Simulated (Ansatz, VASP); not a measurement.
Two plane-wave programs on In

Contents of INCAR:

```
SYSTEM = In
  PREC = Accurate
  ENCUT = 520
  EDIFF = 1E-7
  ISMEAR = -1
  SIGMA = 0.1
  LREAL = .FALSE.
  LASPH = .TRUE.
  NELM = 80
  ALGO = Normal
  ISIF = 2
  LWAVE = .FALSE.
  LCHARG = .FALSE.
  GGA = PE
  NBANDS = 12
```

Contents of KPOINTS:

```
regular mesh
0
G
  8 8 8
  0 0 0
```

Contents of POSCAR:

```
In
1.0
   -1.6033042124      1.6033042124      2.7305665990
    1.6033042124     -1.6033042124      2.7305665990
    1.6033042124      1.6033042124     -2.7305665990
In
1
Direct
    0.0000000000      0.0000000000      0.0000000000
```

Input for Ansatz:

```yaml
crystal:
  lattice:
    - [-1.6033042124001808, 1.6033042124001802, 2.730566598974219]
    - [1.6033042124001808, -1.6033042124001802, 2.730566598974219]
    - [1.6033042124001808, 1.6033042124001813, -2.730566598974219]
  atoms:
    - { symbol: In, position: [-3.091747848139122e-33, -2.5302184434361255e-33, -5.277655985203703e-33] }
kpoints:
  mp_grid:
    grid: [8, 8, 8]
hamiltonian:
  xc: pbe
scf:
  occupations:
    method: fermi_dirac
    width: 0.1
output:
  forces: true
  stress: true
```

Alike in both runs: task single point; functional PBE; k mesh 8 × 8 × 8; occupations fermi-dirac, width 0.1 eV; no spin polarisation.

|  | VASP | Ansatz |
| --- | --- | --- |
| version | VASP 6.6.1 | Ansatz 0.2.0 |
| potentials or method | VASP PAW PBE potentials, release 64 (In_d) | plane waves, PAW |
| plane-wave cutoff (eV) | 520 | 420 |
| valence electrons in the cell | 13 | 13 |

|  | VASP | Ansatz | Ansatz less VASP |
| --- | --- | --- | --- |
| pressure (GPa) | -0.8 | -0.8 | +0.04 |
| traceless stress, the component that is largest in VASP (GPa) | 0.25 | 0.25 | +0.001 |
